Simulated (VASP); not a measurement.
# AlNi (Pm-3m) in VASP: notebook

Runs on AlNi. Level: PBEsol. Tasks: single point.

Everything below comes from runs of VASP 6.6.1. Logs are shortened: lines on timing, memory, paths and dates and some standing lists are left out, and cuts for length are marked.

### 1 The cell of the first run

Symmetry: Pm-3m, No. 221, cubic system. Conventional cell: a = 2.860 Å, b = 2.860 Å, c = 2.860 Å, α = 90.00°, β = 90.00°, γ = 90.00°. Within 3.3 Å of Al (site symmetry m-3m) lie 8 Ni at 2.48 Å and 6 Al at 2.86 Å. Ni (site symmetry m-3m) has 8 Al at 2.48 Å and 6 Ni at 2.86 Å within 3.3 Å.

### 2 Single point, PBEsol, collinear spin, ferromagnetic start

The input, INCAR:

```
SYSTEM = AlNi
PREC = Accurate
ENCUT = 520
EDIFF = 1E-6
ISMEAR = 0
SIGMA = 0.1
LREAL = .False.
LASPH = .True.
NELM = 150
ALGO = Normal
ISIF = 2
LWAVE = .False.
LCHARG = .True.
ISPIN = 2
MAGMOM = 0 2
LORBIT = 11
LMAXMIX = 4
GGA = PS
LELF = .True.
LVHAR = .True.
NBANDS = 18
```

The input, KPOINTS:

```
Automatic mesh
0
Gamma
  6 6 6
  0 0 0
```

The input, POSCAR:

```
AlNi
1.0
    2.8597112900      0.0000000000      0.0000000000
    0.0000000000      2.8597112900      0.0000000000
    0.0000000000      0.0000000000      2.8597112900
Al Ni
1 1
Direct
    0.5000000000      0.5000000000      0.5000000000
    0.0000000000      0.0000000000      0.0000000000
```

Potentials or basis: VASP PAW PBE potentials, release 64 (Al, Ni).

Launch:

```
> cat potpaw_PBE.64/Al/POTCAR potpaw_PBE.64/Ni/POTCAR > POTCAR
> mpirun -np 1 vasp_std > vasp.out
```

OUTCAR:

```text
SYSTEM = AlNi
   PREC = Accurate
   ENCUT = 520
   EDIFF = 1E-6
   ISMEAR = 0
   LREAL = .False.
   LASPH = .True.
   NELM = 150
   ISIF = 2
   ISPIN = 2
   LORBIT = 11
   GGA = PS

 ion  position               nearest neighbor table
   1  0.500  0.500  0.500-   2 2.48   2 2.48   2 2.48   2 2.48   2 2.48   2 2.48   2 2.48   2 2.48

   2  0.000  0.000  0.000-   1 2.48   1 2.48   1 2.48   1 2.48   1 2.48   1 2.48   1 2.48   1 2.48

  LATTYP: Found a simple cubic cell.
 ALAT       =     2.8597112900

  Lattice vectors:

 A1 = (   2.8597112900,   0.0000000000,   0.0000000000)
 A2 = (   0.0000000000,   2.8597112900,   0.0000000000)
 A3 = (   0.0000000000,   0.0000000000,   2.8597112900)

Analysis of symmetry for initial positions (statically):
=====================================================================
 Subroutine PRICEL returns:
 Original cell was already a primitive cell.

 Routine SETGRP: Setting up the symmetry group for a
 simple cubic supercell.

 Subroutine GETGRP returns: Found 48 space group operations
 (whereof 48 operations were pure point group operations)
 out of a pool of 48 trial point group operations.

The static configuration has the point symmetry O_h .

Analysis of symmetry for dynamics (positions and initial velocities):
=====================================================================
 Subroutine PRICEL returns:
 Original cell was already a primitive cell.

 Routine SETGRP: Setting up the symmetry group for a
 simple cubic supercell.

 Subroutine GETGRP returns: Found 48 space group operations
 (whereof 48 operations were pure point group operations)
 out of a pool of 48 trial point group operations.

The dynamic configuration has the point symmetry O_h .

Analysis of structural, dynamic, and magnetic symmetry:
=====================================================================
 Subroutine PRICEL returns:
 Original cell was already a primitive cell.

 Routine SETGRP: Setting up the symmetry group for a
 simple cubic supercell.

 Subroutine GETGRP returns: Found 48 space group operations
 (whereof 48 operations were pure point group operations)
 out of a pool of 48 trial point group operations.

The overall configuration has the point symmetry O_h .

 Subroutine INISYM returns: Found 48 space group operations
 (whereof 48 operations are pure point group operations),
 and found     1 'primitive' translations

----------------------------------------------------------------------------------------

                                     Primitive cell

  volume of cell :      23.3866

  direct lattice vectors                    reciprocal lattice vectors
     2.859711290  0.000000000  0.000000000     0.349685650  0.000000000  0.000000000
     0.000000000  2.859711290  0.000000000     0.000000000  0.349685650  0.000000000
     0.000000000  0.000000000  2.859711290     0.000000000  0.000000000  0.349685650

  length of vectors
     2.859711290  2.859711290  2.859711290     0.349685650  0.349685650  0.349685650

  position of ions in fractional coordinates (direct lattice)
     0.500000000  0.500000000  0.500000000
     0.000000000  0.000000000  0.000000000

  ion indices of the primitive-cell ions
   primitive index   ion index
                 1           1
                 2           2

----------------------------------------------------------------------------------------

 KPOINTS: Automatic mesh

Automatic generation of k-mesh.
 Grid dimensions read from file:
 generate k-points for:    6    6    6

 Generating k-lattice:

  Cartesian coordinates                     Fractional coordinates (reciprocal lattice)
     0.058280942  0.000000000  0.000000000     0.166666667  0.000000000  0.000000000
     0.000000000  0.058280942  0.000000000     0.000000000  0.166666667  0.000000000
     0.000000000  0.000000000  0.058280942     0.000000000  0.000000000  0.166666667

  Length of vectors
     0.058280942  0.058280942  0.058280942

  Shift w.r.t. Gamma in fractional coordinates (k-lattice)
     0.000000000  0.000000000  0.000000000

 Subroutine IBZKPT returns following result:
 ===========================================

 Found     20 irreducible k-points:

 Following reciprocal coordinates:
            Coordinates               Weight
  0.000000  0.000000  0.000000      1.000000
  0.166667  0.000000  0.000000      6.000000
  0.333333  0.000000  0.000000      6.000000
  0.500000  0.000000  0.000000      3.000000
  0.166667  0.166667  0.000000     12.000000
  0.333333  0.166667  0.000000     24.000000
[... 12 lines left out ...]
  0.500000  0.500000  0.333333      6.000000
  0.500000  0.500000  0.500000      1.000000
   k-points           NKPTS =     20   k-points in BZ     NKDIM =     20   number of bands    NBANDS=     18
   number of dos      NEDOS =    301   number of ions     NIONS =      2
   total plane-waves  NPLWV =  13824
   dimension x,y,z NGX =    24 NGY =   24 NGZ =   24
   dimension x,y,z NGXF=    48 NGYF=   48 NGZF=   48
   ions per type =               1   1
   NGX,Y,Z   is equivalent  to a cutoff of  13.95, 13.95, 13.95 a.u.
   NGXF,Y,Z  is equivalent  to a cutoff of  27.90, 27.90, 27.90 a.u.
 SYSTEM =  AlNi
   PREC   = accura    normal or accurate (medium, high low for compatibility)
   ISTART =      0    job   : 0-new  1-cont  2-samecut
   ICHARG =      2    charge: 1-file 2-atom 10-const
   ISPIN  =      2    spin polarized calculation?
   LNONCOLLINEAR =      F non collinear calculations
   LSORBIT =      F    spin-orbit coupling
   LASPH  =      T    aspherical Exc in radial PAW
   ENCUT  =  520.0 eV  38.22 Ry    6.18 a.u.   5.32  5.32  5.32*2*pi/ulx,y,z
   NELM   =    150;   NELMIN=  2; NELMDL= -5     # of ELM steps
   EDIFF  = 0.1E-05   stopping-criterion for ELM
   LREAL  =      F    real-space projection
   EDIFFG = 0.1E-04   stopping-criterion for IOM
   NSW    =      0    number of steps for IOM
   IBRION =     -1    ionic relax: 0-MD 1-quasi-New 2-CG
   NFREE  =      0    steps in history (QN), initial steepest desc. (CG)
   ISIF   =      2    stress and relaxation
   ISYM   =      2    0-nonsym 1-usesym 2-fastsym
   POTIM  = 0.5000    time-step for ionic-motion
   TEBEG  =    0.0;   TEEND  =   0.0 temperature during run
   PSTRESS=    0.0 pullay stress
   NELECT =      13.0000    total number of electrons
   NUPDOWN=      -1.0000    fix difference up-down
   EMIN   =  10.00;   EMAX   =-10.00  energy-range for DOS
   EFERMI =   0.00;   METHOD = LEGACY
   ISMEAR =     0;   SIGMA  =   0.10  broadening in eV -4-tet -1-fermi 0-gaus
   EFERMI_NEDOS =   21; number of points for ismear=-14 and -15
   IALGO  =     38    algorithm
   IMIX   =      4    mixing-type and parameters
     AMIX     =   0.40;   BMIX     =  1.00
     AMIX_MAG =   1.60;   BMIX_MAG =  1.00
  volume/ion in A,a.u.               =      11.69        78.91
  Fermi-wavevector in a.u.,A,eV,Ry     =   1.346068  2.543700 24.652394  1.811900
  Thomas-Fermi vector in A             =   2.473930
   LORBIT       =     11    0 simple, 1 ext, 2 COOP (PROOUT), +10 PAW based schemes
   GGA     = PS    functional components
   LHFCALC =     F    Hartree Fock is set to
   AEXX    =    0.0000 exact exchange contribution
   IVDW    =     0    specifies the selected vdW correction
   LEPSILON=     F    determine dielectric tensor
   LRPA    =     F    only Hartree local field effects (RPA)
 spin polarized calculation
 Gauss-broadening in eV      SIGMA  =   0.10
  energy-cutoff  :      520.00
  volume of cell :       23.39
 maximum number of plane-waves:       645
 NGX is ok and might be reduce to    24
   NGX = 11   NGY = 11   NGZ = 11

 number of electron      13.0000010 magnetization       0.0018968

 number of electron      13.0000010 magnetization      -0.0000099

 Free energy of the ion-electron system (eV)
  ---------------------------------------------------
  ext. energy  EPLUGINS =         0.00000000
  ---------------------------------------------------
  free energy    TOTEN  =       -11.55948934 eV

  energy without entropy =      -11.55244050  energy(sigma->0) =      -11.55596492

 E-fermi :  10.2429     XC(G=0): -12.2752

 val. band max:       10.2306960469   @ k =   0.3333   0.1667   0.0000
 cond. band min:      10.5370849417   @ k =   0.3333   0.1667   0.1667
 fundamental gap:      0.3063888948
 Fermi energy:        10.2428893073

 spin component 1

 k-point     1 :       0.0000    0.0000    0.0000
  band No.  band energies     occupation
      1      -1.1010      1.00000
      2       6.8318      1.00000
      3       6.8318      1.00000
      4       8.5848      1.00000
      5       8.5848      1.00000
      6       8.5848      1.00000
[... 10 lines left out ...]
     17      33.7773      0.00000
     18      33.7773      0.00000

 k-point     2 :       0.1667    0.0000    0.0000
  band No.  band energies     occupation
      1      -0.5839      1.00000
      2       6.7490      1.00000
      3       6.9483      1.00000
      4       8.3808      1.00000
      5       8.3808      1.00000
      6       8.6076      1.00000
[... 10 lines left out ...]
     17      31.9115      0.00000
     18      35.1214      0.00000

 k-point     3 :       0.3333    0.0000    0.0000
  band No.  band energies     occupation
      1       0.9222      1.00000
      2       5.7122      1.00000
      3       7.1931      1.00000
      4       8.0219      1.00000
      5       8.0219      1.00000
      6       8.6535      1.00000
[... 328 lines left out ...]
 k-point    19 :       0.5000    0.5000    0.3333
  band No.  band energies     occupation
      1       5.6328      1.00000
      2       6.1503      1.00000
      3       6.1503      1.00000
      4       8.3916      1.00000
      5       9.1510      1.00000
      6      10.7097      0.00000
[... 10 lines left out ...]
     17      37.7726      0.00000
     18      42.1087      0.00000

 k-point    20 :       0.5000    0.5000    0.5000
  band No.  band energies     occupation
      1       5.9744      1.00000
      2       5.9744      1.00000
      3       5.9744      1.00000
      4       9.1587      1.00000
      5       9.1587      1.00000
      6      12.1531      0.00000
[... 10 lines left out ...]
     17      41.8665      0.00000
     18      41.8665      0.00000
 Fermi energy:        10.2428893073

 spin component 2

 k-point     1 :       0.0000    0.0000    0.0000
  band No.  band energies     occupation
      1      -1.1010      1.00000
      2       6.8319      1.00000
      3       6.8319      1.00000
      4       8.5850      1.00000
      5       8.5850      1.00000
      6       8.5850      1.00000
[... 10 lines left out ...]
     17      33.7773      0.00000
     18      33.7773      0.00000

 k-point     2 :       0.1667    0.0000    0.0000
  band No.  band energies     occupation
      1      -0.5839      1.00000
      2       6.7491      1.00000
      3       6.9484      1.00000
      4       8.3809      1.00000
      5       8.3809      1.00000
      6       8.6077      1.00000
[... 10 lines left out ...]
     17      31.9115      0.00000
     18      35.1214      0.00000

 k-point     3 :       0.3333    0.0000    0.0000
  band No.  band energies     occupation
      1       0.9222      1.00000
      2       5.7122      1.00000
      3       7.1932      1.00000
      4       8.0221      1.00000
      5       8.0221      1.00000
      6       8.6536      1.00000
[... 328 lines left out ...]
 k-point    19 :       0.5000    0.5000    0.3333
  band No.  band energies     occupation
      1       5.6329      1.00000
      2       6.1504      1.00000
      3       6.1504      1.00000
      4       8.3917      1.00000
      5       9.1511      1.00000
      6      10.7097      0.00000
[... 10 lines left out ...]
     17      37.7726      0.00000
     18      42.1087      0.00000

 k-point    20 :       0.5000    0.5000    0.5000
  band No.  band energies     occupation
      1       5.9745      1.00000
      2       5.9745      1.00000
      3       5.9745      1.00000
      4       9.1588      1.00000
      5       9.1588      1.00000
      6      12.1531      0.00000
[... 10 lines left out ...]
     17      41.8665      0.00000
     18      41.8665      0.00000

------------------------ aborting loop because EDIFF is reached ----------------------------------------

  FORCE on cell =-STRESS in cart. coord.  units (eV):
  Direction    XX          YY          ZZ          XY          YZ          ZX
  --------------------------------------------------------------------------------------
  -------------------------------------------------------------------------------------
  Total        0.1287903      0.1287903      0.1287903     -0.0000000      0.0000000     -0.0000000
  in kB        8.8232186      8.8232186      8.8232186     -0.0000000      0.0000000     -0.0000000
  external PRESSURE =       8.8232186 kB  Pullay stress =       0.0000000 kB

 VOLUME and BASIS-vectors are now :
 -----------------------------------------------------------------------------
  energy-cutoff  :      520.00
  volume of cell :       23.39
      direct lattice vectors                 reciprocal lattice vectors
     2.859711290  0.000000000  0.000000000     0.349685650  0.000000000  0.000000000
     0.000000000  2.859711290  0.000000000     0.000000000  0.349685650  0.000000000
     0.000000000  0.000000000  2.859711290     0.000000000  0.000000000  0.349685650

 POSITION                                       TOTAL-FORCE (eV/Angst)
 -----------------------------------------------------------------------------------
      1.42986      1.42986      1.42986         0.000000      0.000000      0.000000
      0.00000      0.00000      0.00000         0.000000      0.000000      0.000000
 -----------------------------------------------------------------------------------
    total drift:                                0.000000      0.000000      0.000000

  FREE ENERGIE OF THE ION-ELECTRON SYSTEM (eV)
  ---------------------------------------------------
  free  energy   TOTEN  =       -11.5594893428 eV

  energy  without entropy=      -11.5524405032  energy(sigma->0) =      -11.55596492

 total charge

# of ion       s       p       d       tot
------------------------------------------
    1        0.386   0.423   0.000   0.809
    2        0.490   0.540   8.485   9.515
--------------------------------------------------
tot          0.876   0.963   8.485  10.324

 magnetization (x)

# of ion       s       p       d       tot
------------------------------------------
    1        0.000   0.000   0.000   0.000
    2        0.000   0.000   0.000   0.000
--------------------------------------------------
tot          0.000   0.000   0.000   0.000
```

Run time: 8.8 s. Hardware: 1 thread of Intel Xeon Platinum 8559C (Emerald Rapids), shared host; peak memory 0.15 GiB.

What came out:

| Property | Result |
| --- | --- |
| Free energy | -11.5595 eV |
| Pressure | 0.9 GPa |
| Net moment | 0.00 μB per cell |
| Valence electrons inside the program's atomic spheres | Al 0.81; Ni 9.52 |

Caveat: the k points lie up to 0.37 Å⁻¹ apart; the starting moments collapsed, and a magnetic state may lie lower; the PAW data sets were made with another functional, which shifts forces and pressure a little.

[end of part 1 of 2]
